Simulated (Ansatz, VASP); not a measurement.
**TeO: VASP beside Ansatz**

```xyz
2
Lattice="0.0000 2.7601 2.7601 2.7601 0.0000 2.7601 2.7601 2.7601 0.0000" Properties=species:S:1:pos:R:3 pbc="T T T"
Te    0.0000    0.0000    0.0000
O     4.1401    4.1401    4.1401
```

Alike in both runs: functional PBE; k mesh 18 × 18 × 18; occupations gaussian, width 0.1 eV; no spin polarisation.

Ansatz relaxed the structure, and its values are those at the end. VASP's run is a single point on that final structure, the one shown.

|  | VASP | Ansatz |
| --- | --- | --- |
| version | VASP 6.6.1 | Ansatz 0.2.0 |
| potentials or method | VASP PAW PBE potentials, release 64 (Te, O), cutoff 600 eV | scalar-relativistic, plane waves, PAW |
| valence electrons in the cell | 12 | 22 |

|  | VASP | Ansatz | Ansatz less VASP |
| --- | --- | --- | --- |
| gap on the k mesh at the Fermi level (eV) | none | none | - |
| pressure (GPa) | -0.4 | 0.0 | +0.42 |

A gap of «none» marks a metal or a gap that the smearing closes. VASP's potentials hold 12 valence electrons a cell and Ansatz's 22, so a difference there can come from the potentials and not from the codes.

Spin-orbit coupling is off throughout.
